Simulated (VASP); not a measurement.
Here is a VASP 6.6.1 calculation.

File INCAR:

```
PREC     = Accurate       # precision mode
ENCUT    = 520            # plane-wave cutoff, eV
EDIFF    = 1E-6           # SCF threshold, eV
ISMEAR   = 0              # smearing method
SIGMA    = 0.1            # smearing width, eV
LREAL    = F              # projectors in reciprocal space
LASPH    = T              # aspherical terms in the spheres
NELM     = 150            # most SCF steps
ALGO     = Normal         # electronic algorithm
ISIF     = 2              # what is computed and relaxed
LWAVE    = F              # write WAVECAR
LCHARG   = F              # write CHGCAR
ISPIN    = 2              # spin polarisation
MAGMOM   = 1.84 -0.12     # initial moments
LORBIT   = 11             # projections on sites
NUPDOWN  = 1.5            # fixed moment
LMAXMIX  = 4              # l up to which the mixer works
GGA      = PS             # functional
NBANDS   = 24             # bands
```

File KPOINTS:

```
Automatic mesh
0
Gamma
  12 12 12
```

Contents of POSCAR:

```
CrPb
1.0
    3.4858517531      0.0000000000      0.0000000000
    0.0000000000      3.4858517531      0.0000000000
    0.0000000000      0.0000000000      3.4858517531
Cr Pb
1 1
Direct
    0.0000000000      0.0000000000      0.0000000000
    0.5000000000      0.5000000000      0.5000000000
```

Potentials or basis: VASP PAW PBE potentials, release 64 (Cr_pv, Pb_d).

Command:

```sh
$ cat potpaw_PBE.64/Cr_pv/POTCAR potpaw_PBE.64/Pb_d/POTCAR > POTCAR
$ mpirun -np 1 vasp_std > vasp.out
```

Task: Predict the pressure.

Result: -12.5 GPa.

Caveat: the PAW data sets were made with another functional, which shifts forces and pressure a little; the total moment is fixed, so each spin has its own Fermi level.
